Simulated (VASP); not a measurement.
Crystal: NiCl4.

```
CELL_PARAMETERS angstrom
3.96838 4.16707 0.00000
3.96838 -4.16707 0.00000
0.00000 0.00000 -3.56348
ATOMIC_POSITIONS crystal
Cl 0.18940 0.81060 0.50000
Cl 0.81060 0.18940 0.50000
Cl 0.28520 0.28520 0.00000
Cl 0.71480 0.71480 0.00000
Ni 0.00000 0.00000 0.00000
```

Program: VASP 6.6.1. Alike in all runs: task single point; no spin polarisation; cell as given; k mesh 3 × 3 × 5; cutoff (eV) 520; smearing fermi-dirac 0.1 eV.

Question: Order these runs on this cell by their pressure, lowest first.
A. level PBE; potentials or basis VASP PAW PBE potentials, release 64 (Cl, Ni)
B. level LDA; potentials or basis VASP PAW LDA potentials, release 64 (Cl, Ni)
C. level PBEsol; potentials or basis VASP PAW PBE potentials, release 64 (Cl, Ni)

Answer: B (-8.7 GPa), C (-6.4 GPa), A (-3.6 GPa).

Caveats: all runs use coarse meshes; the run has no spin polarisation, though such a crystal can be magnetic; the PAW data sets were made with another functional, which shifts forces and pressure a little (at least some runs).
